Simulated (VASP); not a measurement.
# Ir in VASP: further runs

Runs on Ir. Level: PBEsol. Tasks: single point.

Program: VASP 6.6.1. These are calculated values, not measurements. Logs are shortened: lines on timing, memory, paths and dates and some standing lists are left out, and cuts for length are marked.

## 1. The cell of the first run

It takes space group R-3m (No. 166, trigonal). Conventional cell: a = 2.583 Å, b = 2.583 Å, c = 7.124 Å, α = 90.00°, β = 90.00°, γ = 120.00°. Ir (site symmetry -3m) has 12 Ir at 2.58 to 2.80 Å within 3.4 Å.

## 2. Single point, PBEsol (strained)

Contents of INCAR:

```
SYSTEM = Ir
ALGO = Normal ; EDIFF = 1E-7
ENCUT = 520 ; GGA = PS
ISIF = 2 ; ISMEAR = 0
LASPH = .True. ; LCHARG = .True.
LELF = .True. ; LREAL = .False.
LVHAR = .True. ; LWAVE = .False.
NBANDS = 10 ; NELM = 100
PREC = Accurate ; SIGMA = 0.1
```

Contents of KPOINTS:

```
k-points
0
Gamma
  18 18 18
  0 0 0
```

Contents of POSCAR:

```
Ir
1.0
   -0.1535760000      1.9797482160      1.9797482160
    1.8261722160      0.0000000000      1.8261722160
    1.8261722160      1.8261722160      0.0000000000
Ir
1
Direct
    0.0000000000      0.0000000000      0.0000000000
```

Potentials or basis: VASP PAW PBE potentials, release 64 (Ir).

Command:

```
> cat potpaw_PBE.64/Ir/POTCAR > POTCAR
> mpirun -np 1 vasp_std > vasp.out
```

OUTCAR:

```text
SYSTEM = Ir
   EDIFF = 1E-7
   ENCUT = 520
   GGA = PS
   ISIF = 2
   ISMEAR = 0
   LASPH = .True.
   LREAL = .False.
   NELM = 100
   PREC = Accurate

 ion  position               nearest neighbor table
   1  0.000  0.000  0.000-

  LATTYP: Found a trigonal (rhomboedric) cell.
 ALAT       =     2.8039956464
 COS(alpha) =     0.5758408970

  Lattice vectors:

 A1 = (  -1.9797482160,   1.9797482160,   0.1535760000)
 A2 = (  -1.9797482160,   0.1535760000,   1.9797482160)
 A3 = (  -0.1535760000,   1.9797482160,   1.9797482160)

Analysis of symmetry for initial positions (statically):
=====================================================================
 Subroutine PRICEL returns:
 Original cell was already a primitive cell.

 Routine SETGRP: Setting up the symmetry group for a
 trigonal (rhombohedral) supercell.

 Subroutine GETGRP returns: Found 12 space group operations
 (whereof 12 operations were pure point group operations)
 out of a pool of 12 trial point group operations.

The static configuration has the point symmetry D_3d.

Analysis of symmetry for dynamics (positions and initial velocities):
=====================================================================
 Subroutine PRICEL returns:
 Original cell was already a primitive cell.

 Routine SETGRP: Setting up the symmetry group for a
 trigonal (rhombohedral) supercell.

 Subroutine GETGRP returns: Found 12 space group operations
 (whereof 12 operations were pure point group operations)
 out of a pool of 12 trial point group operations.

The dynamic configuration has the point symmetry D_3d.

 Subroutine INISYM returns: Found 12 space group operations
 (whereof 12 operations are pure point group operations),
 and found     1 'primitive' translations

----------------------------------------------------------------------------------------

                                     Primitive cell

  volume of cell :      13.7167

  direct lattice vectors                    reciprocal lattice vectors
    -0.153576000  1.979748216  1.979748216    -0.243127253  0.243127253  0.243127253
     1.826172216  0.000000000  1.826172216     0.263573578 -0.263573578  0.284019903
     1.826172216  1.826172216  0.000000000     0.263573578  0.284019903 -0.263573578

  length of vectors
[... 77 lines left out ...]
   LASPH  =      T    aspherical Exc in radial PAW
   ENCUT  =  520.0 eV  38.22 Ry    6.18 a.u.   5.21  4.80  4.80*2*pi/ulx,y,z
   NELM   =    100;   NELMIN=  2; NELMDL= -5     # of ELM steps
   EDIFF  = 0.1E-06   stopping-criterion for ELM
   LREAL  =      F    real-space projection
   EDIFFG = 0.1E-05   stopping-criterion for IOM
   NSW    =      0    number of steps for IOM
   IBRION =     -1    ionic relax: 0-MD 1-quasi-New 2-CG
   NFREE  =      0    steps in history (QN), initial steepest desc. (CG)
   ISIF   =      2    stress and relaxation
   ISYM   =      2    0-nonsym 1-usesym 2-fastsym
   POTIM  = 0.5000    time-step for ionic-motion
   TEBEG  =    0.0;   TEEND  =   0.0 temperature during run
   PSTRESS=    0.0 pullay stress
   NELECT =       9.0000    total number of electrons
   NUPDOWN=      -1.0000    fix difference up-down
   EMIN   =  10.00;   EMAX   =-10.00  energy-range for DOS
   EFERMI =   0.00;   METHOD = LEGACY
   ISMEAR =     0;   SIGMA  =   0.10  broadening in eV -4-tet -1-fermi 0-gaus
   EFERMI_NEDOS =   21; number of points for ismear=-14 and -15
   IALGO  =     38    algorithm
   IMIX   =      4    mixing-type and parameters
     AMIX     =   0.40;   BMIX     =  1.00
     AMIX_MAG =   1.60;   BMIX_MAG =  1.00
  volume/ion in A,a.u.               =      13.72        92.56
  Fermi-wavevector in a.u.,A,eV,Ry     =   1.422566  2.688260 27.534025  2.023694
  Thomas-Fermi vector in A             =   2.543256
   LORBIT       =      0    0 simple, 1 ext, 2 COOP (PROOUT), +10 PAW based schemes
   GGA     = PS    functional components
   LHFCALC =     F    Hartree Fock is set to
   AEXX    =    0.0000 exact exchange contribution
   IVDW    =     0    specifies the selected vdW correction
   LEPSILON=     F    determine dielectric tensor
   LRPA    =     F    only Hartree local field effects (RPA)
 non-spin polarized calculation
 Gauss-broadening in eV      SIGMA  =   0.10
  energy-cutoff  :      520.00
  volume of cell :       13.72
 maximum number of plane-waves:       382
 NGX is ok and might be reduce to    24
   NGX = 11   NGY =  9   NGZ =  9

 number of electron       9.0000000 magnetization

 Free energy of the ion-electron system (eV)
  ---------------------------------------------------
  ext. energy  EPLUGINS =         0.00000000
  ---------------------------------------------------
  free energy    TOTEN  =        -9.56211302 eV

  energy without entropy =       -9.55732561  energy(sigma->0) =       -9.55971931

 E-fermi :  10.7394     XC(G=0): -14.2654

 val. band max:       10.7353573027   @ k =   0.3333  -0.4444   0.1667
 cond. band min:      10.7427186251   @ k =   0.0556  -0.3333   0.3333
 fundamental gap:      0.0073613224
 Fermi energy:        10.7394065129

 k-point     1 :       0.0000    0.0000    0.0000
  band No.  band energies     occupation
      1      -0.7330      2.00000
      2       5.5012      2.00000
      3       7.0480      2.00000
      4       7.0480      2.00000
      5       9.8709      2.00000
      6       9.8709      2.00000
      7      24.6842      0.00000
      8      28.7596      0.00000
      9      32.2886      0.00000
     10      32.2886      0.00000
[... 287 lines left out ...]
 k-point    24 :      -0.2778    0.0556    0.0000
  band No.  band energies     occupation
      1       1.5822      2.00000
      2       5.9517      2.00000
      3       6.9016      2.00000
      4       7.1142      2.00000
      5      10.3324      2.00000
      6      11.0112      0.00012
      7      21.4839      0.00000
      8      27.0269      0.00000
      9      33.7590      0.00000
     10      35.0140      0.00000

 [... further k-points ...]
[... 5 lines left out ...]
  --------------------------------------------------------------------------------------
  -------------------------------------------------------------------------------------
  Total        1.6958716      1.6958716      1.6958716      2.0521849     -2.0521849      2.0521849
  in kB      198.0859720    198.0859720    198.0859720    239.7050892   -239.7050892    239.7050892
  external PRESSURE =     198.0859720 kB  Pullay stress =       0.0000000 kB

 VOLUME and BASIS-vectors are now :
 -----------------------------------------------------------------------------
  energy-cutoff  :      520.00
  volume of cell :       13.72
      direct lattice vectors                 reciprocal lattice vectors
    -0.153576000  1.979748216  1.979748216    -0.243127253  0.243127253  0.243127253
     1.826172216  0.000000000  1.826172216     0.263573578 -0.263573578  0.284019903
     1.826172216  1.826172216  0.000000000     0.263573578  0.284019903 -0.263573578

 POSITION                                       TOTAL-FORCE (eV/Angst)
 -----------------------------------------------------------------------------------
      0.00000      0.00000      0.00000        -0.000000      0.000000      0.000000
 -----------------------------------------------------------------------------------
    total drift:                                0.000000      0.000000     -0.000000

  FREE ENERGIE OF THE ION-ELECTRON SYSTEM (eV)
  ---------------------------------------------------
  free  energy   TOTEN  =        -9.5621130198 eV

  energy  without entropy=       -9.5573256055  energy(sigma->0) =       -9.55971931
```

OSZICAR:

```text
N       E                     dE             d eps       ncg     rms          rms(c)
DAV:   1     0.469816412483E+02    0.46982E+02   -0.44173E+03 11696   0.826E+02
DAV:   2    -0.927506863177E+01   -0.56257E+02   -0.53754E+02 11898   0.199E+02
DAV:   3    -0.101403479042E+02   -0.86528E+00   -0.86110E+00 13662   0.296E+01
DAV:   4    -0.101481918049E+02   -0.78439E-02   -0.78423E-02 13178   0.260E+00
DAV:   5    -0.101483459590E+02   -0.15415E-03   -0.15415E-03 13350   0.349E-01    0.178E+01
DAV:   6    -0.966621358350E+01    0.48213E+00   -0.80006E-01 13154   0.109E+01    0.744E+00
DAV:   7    -0.956933752795E+01    0.96876E-01   -0.26875E-01 14518   0.574E+00    0.157E+00
DAV:   8    -0.956325908721E+01    0.60784E-02   -0.27330E-03 12714   0.663E-01    0.541E-01
DAV:   9    -0.956211151750E+01    0.11476E-02   -0.10616E-03 13458   0.470E-01    0.370E-02
DAV:  10    -0.956211243588E+01   -0.91838E-06   -0.88299E-06 15358   0.287E-02    0.581E-03
DAV:  11    -0.956211309554E+01   -0.65966E-06   -0.25793E-07 13466   0.339E-03    0.939E-04
DAV:  12    -0.956211301982E+01    0.75725E-07   -0.12117E-08  6678   0.109E-03
   1 F= -.95621130E+01 E0= -.95597193E+01  d E =-.478741E-02
```

stdout:

```text
POSCAR found type information on POSCAR Ir
 POSCAR found :  1 types and       1 ions
 scaLAPACK will be used
 -----------------------------------------------------------------------------
|                                                                             |
|                                                                             |
|     You enforced a specific xc type in the INCAR file but a different       |
|     I HOPE YOU KNOW WHAT YOU ARE DOING!                                     |
|                                                                             |
 -----------------------------------------------------------------------------

 LDA part: xc-table for (Slater+PW92), standard interpolation
 POSCAR, INCAR and KPOINTS ok, starting setup
 FFT: planning ... GRIDC
 FFT: planning ... GRID_SOFT
 FFT: planning ... GRID
 WAVECAR not read
 entering main loop
```

Run time: 21 s. Hardware: 1 thread of Intel Xeon 6975P-C (Granite Rapids), shared host; peak memory 0.2 GiB.

What came out:

```yaml
Free_energy: -9.5621 eV
Pressure: 19.8 GPa
```

Caveat: the cell differs from its parent crystal (strained); the PAW data sets were made with another functional, which shifts forces and pressure a little; spin-orbit coupling is left out, which moves the levels of the heavy elements.

## 3. Single point, PBEsol (the cell strained at random)

Contents of INCAR:

```
ALGO = Fast
EDIFF = 1E-6
ENCUT = 520
GGA = PS
ISIF = 2
ISMEAR = 0
LASPH = T
LCHARG = T
LELF = T
LREAL = F
LVHAR = T
LWAVE = F
NBANDS = 10
NELM = 80
PREC = Accurate
SIGMA = 0.1
```

Contents of KPOINTS:

```
k-points
0
Gamma
  16 16 16
```

Contents of POSCAR:

```
Ir
1.0
   -0.0921456000      1.8959917050      1.9009445310
    1.9692282600     -0.0810881280      1.8898870590
    1.9461918600      1.8618978330     -0.0580517280
Ir
1
Direct
    0.0000000000      0.0000000000      0.0000000000
```

Potentials or basis: VASP PAW PBE potentials, release 64 (Ir).

Command:

```
> cat potpaw_PBE.64/Ir/POTCAR > POTCAR
> mpirun -np 1 vasp_std > vasp.out
```

It took 4.4 min on 1 thread of Intel Xeon 6975P-C, shared host; peak memory 0.42 GiB.

The run converged. Its results:

| Quantity | Value |
| --- | --- |
| Free energy | -9.7063 eV |
| Pressure | -14.6 GPa |

Stress tensor (GPa, compression positive):
```
-22.57  12.16   7.35
 12.16  -9.43   6.58
  7.35   6.58 -11.66
```

Levels at points of the mesh, in eV from the Fermi level:
```csv
k point,band 2,band 3,band 4,band 5,band 6,band 7
"(0.00, 0.00, 0.00)",-4.25,-3.71,-3.00,-1.36,-0.69,14.39
"(0.50, 0.00, 0.00)",-3.86,-3.39,-0.97,0.34,1.03,6.45
"(0.00, 0.50, 0.00)",-4.29,-2.99,-0.89,0.44,1.09,6.52
"(0.50, 0.50, 0.00)",-6.88,0.69,1.21,1.68,1.95,10.18
"(0.00, 0.00, 0.50)",-4.38,-2.97,-0.68,0.51,1.13,6.87
"(0.50, 0.00, 0.50)",-6.88,0.57,1.31,1.66,2.03,10.38
"(0.00, 0.50, 0.50)",-6.86,0.74,1.16,1.27,1.51,9.26
"(0.50, 0.50, 0.50)",-4.24,-3.46,-0.07,0.95,1.18,7.72
```

Caveat: the cell differs from its parent crystal (the cell strained at random); the PAW data sets were made with another functional, which shifts forces and pressure a little; spin-orbit coupling is left out, which moves the levels of the heavy elements.

## 4. Single point, PBEsol (strained)

Contents of INCAR:

```
SYSTEM = Ir
ALGO = Normal ; EDIFF = 1E-6
ENCUT = 500 ; GGA = PS
GGA_COMPAT = .False. ; ISIF = 2
ISMEAR = 0 ; LASPH = .True.
LCHARG = .True. ; LELF = .True.
LREAL = .False. ; LVHAR = .True.
LWAVE = .False. ; NBANDS = 14
NELM = 120 ; PREC = Accurate
SIGMA = 0.1
```

Contents of KPOINTS:

```
k-points
0
Gamma
  18 18 18
  0 0 0
```

Contents of POSCAR:

```
Ir
1.0
   -0.1535760000      1.9797482160      1.9797482160
    1.8261722160      0.0000000000      1.8261722160
    1.8261722160      1.8261722160      0.0000000000
Ir
1
Direct
    0.0000000000      0.0000000000      0.0000000000
```

Potentials or basis: VASP PAW PBE potentials, release 64 (Ir_sv_GW).

Command:

```
> cat potpaw_PBE.64/Ir_sv_GW/POTCAR > POTCAR
> mpirun -np 1 vasp_std > vasp.out
```

Wall time 47 s (1 thread of Intel Xeon 6975P-C (Granite Rapids), shared host); peak memory 0.22 GiB.

It converged, with:

| Item | Value |
| --- | --- |
| Free energy | -10.1414 eV |
| Pressure | 15.1 GPa |

Stress tensor (GPa, compression positive):
```
 15.13  23.80  23.80
 23.80  15.13 -23.80
 23.80 -23.80  15.13
```

Levels at points of the mesh, in eV from the Fermi level:
| k point | band 5 | band 6 | band 7 | band 8 | band 9 | band 10 | band 11 | band 12 |
| --- | --- | --- | --- | --- | --- | --- | --- | --- |
| (0.00, 0.00, 0.00) | -11.44 | -5.23 | -3.68 | -3.68 | -0.86 | -0.86 | 13.27 | 17.18 |
| (0.50, 0.00, 0.00) | -8.79 | -3.96 | -3.96 | -1.91 | 0.82 | 0.82 | 5.79 | 14.08 |
| (0.00, 0.50, 0.00) | -8.37 | -5.20 | -3.12 | -0.34 | 0.20 | 1.89 | 8.53 | 12.98 |
| (0.50, 0.50, 0.00) | -8.33 | -7.66 | 0.67 | 1.46 | 1.82 | 2.10 | 10.34 | 11.25 |

Caveat: the cell differs from its parent crystal (strained); the PAW data sets were made with another functional, which shifts forces and pressure a little; spin-orbit coupling is left out, which moves the levels of the heavy elements.

## 5. The runs side by side

```tsv
potentials or basis	cell	k mesh	cutoff (eV)	second run	gap on the mesh (eV)	pressure (GPa)
VASP PAW PBE potentials, release 64 (Ir)	a = 2.804, b = 2.583, c = 2.583 Å, angles 60.0, 62.6, 62.6°, 1 atom	18 × 18 × 18	520	-	none	19.8
VASP PAW PBE potentials, release 64 (Ir)	a = 2.686, b = 2.731, c = 2.694 Å, angles 61.0, 63.4, 63.6°, 1 atom	16 × 16 × 16	520	-	none	-14.6
VASP PAW PBE potentials, release 64 (Ir_sv_GW)	a = 2.804, b = 2.583, c = 2.583 Å, angles 60.0, 62.6, 62.6°, 1 atom	18 × 18 × 18	500	valence_matched	none	15.1
```

Alike in all rows: task single point; level PBEsol; no spin polarisation; smearing gaussian 0.1 eV.

Caveats: the PAW data sets were made with another functional, which shifts forces and pressure a little; spin-orbit coupling is left out, which moves the levels of the heavy elements.

Total energies depend on the potentials used, so only differences within one code and one set of settings carry meaning.
